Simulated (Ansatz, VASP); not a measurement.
Two plane-wave programs on Zr2SiC2

```
CELL_PARAMETERS angstrom
-2.02894 2.02894 5.03308
2.02894 -2.02894 5.03308
2.02894 2.02894 -5.03308
ATOMIC_POSITIONS crystal
Zr 0.67010 0.67010 0.00000
Zr 0.32990 0.32990 0.00000
Si 0.00000 0.00000 0.00000
C 0.25000 0.75000 0.50000
C 0.75000 0.25000 0.50000
```

Change from the starting cell: species swapped into the YbGe2Pd2 type (I4/mmm, No. 139).

Alike in both runs: functional PBE; k mesh 14 × 14 × 14; occupations gaussian, width 0.1 eV; no spin polarisation.

Ansatz relaxed the structure, and its values are those at the end. VASP's run is a single point on that final structure, the one shown.

```csv
,VASP,Ansatz
version,VASP 6.6.1,Ansatz 0.2.0
potentials or method,"VASP PAW PBE potentials, release 64 (Zr_sv, Si, C), cutoff 520 eV","scalar-relativistic, plane waves, PAW"
valence electrons in the cell,36,36
```

Ansatz gave:

```
gap on the k mesh at the Fermi level (eV) : none
pressure (GPa)                            : 0.0
rms of the force components (eV/Å)        : 0.000
```

Task: What did VASP give for the same quantities?

Result: gap on the k mesh at the Fermi level (eV): none; pressure (GPa): 0.1; rms of the force components (eV/Å): 0.009.

A gap of «none» marks a metal or a gap that the smearing closes. The functional is the same, so the differences come from potentials, cutoffs and numerics.
